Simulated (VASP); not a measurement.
Wanted: the native input for a VASP 6.6.1 run.

* Task: single point
* Functional: PBEsol
* Potentials or basis: VASP PAW PBE potentials, release 64 (Na_pv, Ca_sv)
* Cutoff: 520 eV
* k mesh: 8 × 8 × 8
* Occupations: gaussian, width 0.1 eV
* Spin: no spin polarisation
* Dipole correction: no
* Further INCAR settings: ALGO = Normal; EDIFF = 1e-07; NBANDS = 24

The structure of Na3Ca lies in POSCAR:

```
Na3Ca
1.0
    5.6140576297      0.0000000000      0.0000000000
    0.0000000000      5.6140576297      0.0000000000
    0.0000000000      0.0000000000      5.6140576297
Na Ca
3 1
Direct
    0.0000000000      0.5000000000      0.5000000000
    0.5000000000      0.0000000000      0.5000000000
    0.5000000000      0.5000000000      0.0000000000
    0.0000000000      0.0000000000      0.0000000000
```

This cell differs from its parent crystal: strained.

These files were run (other wordings do the same):

INCAR

```
SYSTEM = Na3Ca
PREC = Accurate ; ENCUT = 520
EDIFF = 1E-7 ; ISMEAR = 0
SIGMA = 0.1 ; LREAL = .False.
LASPH = .True. ; NELM = 100
ALGO = Normal ; ISIF = 2
LWAVE = .False. ; LCHARG = .False.
GGA = PS ; NBANDS = 24
```

KPOINTS

```
Automatic mesh
0
Gamma
  8 8 8
  0 0 0
```

Potentials or basis: VASP PAW PBE potentials, release 64 (Na_pv, Ca_sv).

Launch:

```bash
$ cat potpaw_PBE.64/Na_pv/POTCAR potpaw_PBE.64/Ca_sv/POTCAR > POTCAR
$ mpirun -np 1 vasp_std > vasp.out
```

Results of the run:

```
Pressure : -1.3 GPa
```

Caveat: the cell differs from its parent crystal (strained); the PAW data sets were made with another functional, which shifts forces and pressure a little.

Run time: 2.1 min on 1 thread of Intel(R) Xeon(R) Platinum 8488C (Sapphire Rapids), on a shared host, peak memory 0.33 GiB.
